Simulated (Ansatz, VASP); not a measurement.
## Two plane-wave programs on Ba

```xyz
1
Lattice="-2.5120 2.5120 2.5120 2.5120 -2.5120 2.5120 2.5120 2.5120 -2.5120" Properties=species:S:1:pos:R:3 pbc="T T T"
Ba    0.0000    0.0000    0.0000
```

Alike in both runs: functional PBE; k mesh 10 × 10 × 10; occupations gaussian, width 0.1 eV; no spin polarisation.

Ansatz relaxed the structure, and its values are those at the end. VASP's run is a single point on that final structure, the one shown.

|  | VASP | Ansatz |
| --- | --- | --- |
| version | VASP 6.6.1 | Ansatz 0.2.0 |
| potentials or method | VASP PAW PBE potentials, release 64 (Ba_sv), cutoff 520 eV | scalar-relativistic, plane waves, PAW |
| valence electrons in the cell | 10 | 10 |

```tsv
	VASP	Ansatz	Ansatz less VASP
gap on the k mesh at the Fermi level (eV)	none	none	-
pressure (GPa)	0.0	0.0	-0.05
```

A gap of «none» marks a metal or a gap that the smearing closes. The functional is the same, so the differences come from potentials, cutoffs and numerics.

Neither program's run includes spin-orbit coupling.
